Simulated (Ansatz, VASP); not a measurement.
Two plane-wave programs on VH6

```
V H
1.0
     3.65249    0.00000    0.00000
     0.00000    3.65249    0.00000
     0.00000    0.00000    3.65249
V H
1 6
Cartesian
  0.0000 0.0000 0.0000
  1.8262 1.8262 0.4107
  1.8262 1.8262 3.2418
  0.4107 1.8262 1.8262
  3.2418 1.8262 1.8262
  1.8262 0.4107 1.8262
  1.8262 3.2418 1.8262
```

Change from the starting cell: species swapped into the PrB6 type (Pm-3m, No. 221).

Alike in both runs: functional PBE; k mesh 10 × 10 × 10; occupations gaussian, width 0.1 eV; collinear spin.

Ansatz relaxed the structure, and its values are those at the end. VASP's run is a single point on that final structure, the one shown.

|  | VASP | Ansatz |
| --- | --- | --- |
| version | VASP 6.6.1 | Ansatz 0.2.0 |
| potentials or method | VASP PAW PBE potentials, release 64 (V_sv, H), cutoff 520 eV | scalar-relativistic, plane waves, PAW |
| valence electrons in the cell | 19 | 19 |

|  | VASP | Ansatz | Ansatz less VASP |
| --- | --- | --- | --- |
| gap on the k mesh at the Fermi level (eV) | none | none | - |
| pressure (GPa) | -0.3 | 0.0 | +0.24 |
| net moment per atom (μB) | 0.60 | 0.60 | 0.000 |
| size of the moment on the site where the two differ most (μB) | 3.23 | 3.07 | -0.159 |

Site moments also hang on the region over which each program counts them. A gap of «none» marks a metal or a gap that the smearing closes. With one functional, cell and mesh, what is left measures potentials, basis and numerics. Ansatz's warnings: given moment on shells.
